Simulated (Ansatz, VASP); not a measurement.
# TiO2: VASP beside Ansatz

```xyz
12
Lattice="4.5150 0.0000 0.0000 0.0000 5.4970 0.0000 0.0000 0.0000 4.9390" Properties=species:S:1:pos:R:3 pbc="T T T"
Ti    0.0000    0.9594    1.2348
Ti    2.2575    1.7891    3.7043
Ti    0.0000    4.5376    3.7043
Ti    2.2575    3.7079    1.2348
O     1.2208    2.0994    2.0729
O     1.0367    0.6491    4.5424
O     3.4783    0.6491    2.8661
O     3.2942    2.0994    0.3966
O     3.2942    3.3976    2.8661
O     3.4783    4.8479    0.3966
O     1.0367    4.8479    2.0729
O     1.2208    3.3976    4.5424
```

Alike in both runs: functional PBE; k mesh 5 × 4 × 4; occupations fermi-dirac, width 0.02 eV; no spin polarisation.

Ansatz relaxed the structure, and its values are those at the end. VASP's run is a single point on that final structure, the one shown.

```csv
,VASP,Ansatz
version,VASP 6.6.1,Ansatz 0.2.0
potentials or method,"VASP PAW PBE potentials, release 64 (Ti_sv, O)","plane-wave PAW, scalar-relativistic"
plane-wave cutoff (eV),520,420
valence electrons in the cell,96,96
```

VASP gave:

```
gap on the k mesh at the Fermi level (eV) : 2.61
pressure (GPa)                            : 5.9
rms of the force components (eV/Å)        : 0.018
```

Task: Which values does Ansatz return?

Result: gap on the k mesh at the Fermi level (eV): 2.63; pressure (GPa): 5.2; rms of the force components (eV/Å): 0.001.

With one functional, cell and mesh, what is left measures potentials, basis and numerics. Ansatz's warnings: stress scf threshold loose.
